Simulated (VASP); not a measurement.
**Ti6S: single point with PBE**

System: Ti6S, a slab with vacuum.

```
CELL_PARAMETERS angstrom
2.83197 0.00000 0.00000
0.00000 4.57935 0.00000
0.00000 0.00000 22.05069
ATOMIC_POSITIONS crystal
Ti 0.50000 0.00000 0.18140
Ti 0.00000 0.50000 0.24135
Ti 0.50000 0.00000 0.30130
Ti 0.50000 0.50000 0.36258
Ti 0.00000 0.00000 0.42082
Ti 0.50000 0.50000 0.47847
S 0.50000 0.50000 0.57824
```

```
Program             : VASP 6.6.1
Task                : single point
Functional          : PBE
Potentials or basis : VASP PAW PBE potentials, release 64 (Ti_sv, S)
Cutoff              : 520 eV
k mesh              : 9 × 6 × 1
Occupations         : gaussian, width 0.1 eV
Spin                : no spin polarisation
```

The largest force is 0.425 eV/Å and the band gap on the k mesh is zero (bands 39 and 40 overlap by 0.51 eV).

Forces on the atoms (eV/Å):
```
Ti   0.000  0.000  0.419
Ti   0.000  0.000 -0.019
Ti   0.000  0.000 -0.303
Ti   0.000  0.000 -0.057
Ti   0.000  0.000 -0.425
Ti   0.000  0.000  0.396
S    0.000  0.000 -0.010
```

Levels at points of the mesh, in eV from the Fermi level:
```csv
k point,band 35,band 36,band 37,band 38,band 39,band 40,band 41,band 42,band 43,band 44
"(0.00, 0.00, 0.00)",-0.64,-0.63,-0.47,-0.09,0.13,0.16,0.24,0.38,0.74,0.87
"(0.00, 0.50, 0.00)",-0.47,-0.30,-0.24,-0.06,0.11,0.27,0.37,0.52,0.68,0.76
```

Wall time 5.3 min on 1 thread of Intel(R) Xeon(R) 6975P-C (Granite Rapids) (shared host), peak memory 0.46 GiB.
